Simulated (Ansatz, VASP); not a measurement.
# InSb in VASP and in Ansatz

```
In Sb
1.0
     0.00000    2.71878    2.71878
     2.71878    0.00000    2.71878
     2.71878    2.71878    0.00000
In Sb
1 1
Cartesian
  0.0000 0.0000 0.0000
  1.3594 1.3594 1.3594
```

Change from the starting cell: volume scaled by 0.55, crystal datasets.

Alike in both runs: task single point; functional PBE; k mesh 11 × 11 × 11; occupations fermi-dirac, width 0.1 eV; no spin polarisation.

|  | VASP | Ansatz |
| --- | --- | --- |
| version | VASP 6.6.1 | Ansatz 0.2.0 |
| potentials or method | VASP PAW PBE potentials, release 64 (In_d, Sb), cutoff 520 eV | all-electron PAW with datasets made for the crystal, scalar-relativistic |

```tsv
	VASP	Ansatz	Ansatz less VASP
pressure (GPa)	89.7	90.2	+0.47
```

Both programs put the cell under a high pressure, so it lies far from rest at this level. Ansatz ran all-electron here, and VASP with PAW potentials.

Neither program's run includes spin-orbit coupling. Noted on VASP's run: the cell as given lies far from equilibrium.
